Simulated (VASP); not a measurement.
Input of a VASP 6.6.1 run:

Contents of INCAR:

```
SYSTEM = TiAl3
ALGO = Fast ; EDIFF = 1E-6
ENCUT = 520 ; GGA = CA
ISIF = 2 ; ISMEAR = 0
LASPH = .TRUE. ; LCHARG = .TRUE.
LELF = .TRUE. ; LREAL = .FALSE.
LVHAR = .TRUE. ; LWAVE = .FALSE.
NBANDS = 18 ; NELM = 100
PREC = Accurate ; SIGMA = 0.15
```

KPOINTS

```
k-points
0
G
  16 16 16
  0 0 0
```

File POSCAR:

```
TiAl3
1.0
   -1.9542794943      1.9542794943      4.3875584939
    1.9542794943     -1.9542794943      4.3875584939
    1.9542794943      1.9542794943     -4.3875584939
Ti Al
1 3
Direct
    0.0000000000      0.0000000000      0.0000000000
    0.5000000000      0.5000000000      0.0000000000
    0.7500000000      0.2500000000      0.5000000000
    0.2500000000      0.7500000000      0.5000000000
```

Potentials or basis: VASP PAW LDA potentials, release 64 (Ti_sv, Al).

Command:

```sh
$ cat potpaw_LDA.64/Ti_sv/POTCAR potpaw_LDA.64/Al/POTCAR > POTCAR
$ mpirun -np 1 vasp_std > vasp.out
```

(1) What does it give for the band gap on the k mesh?

(2) Predict the pressure.

## Answers

(1) zero (an odd number of electrons rules out a gap without spin polarisation).

(2) -9.5 GPa.

Caveat: the cell stands under tension.
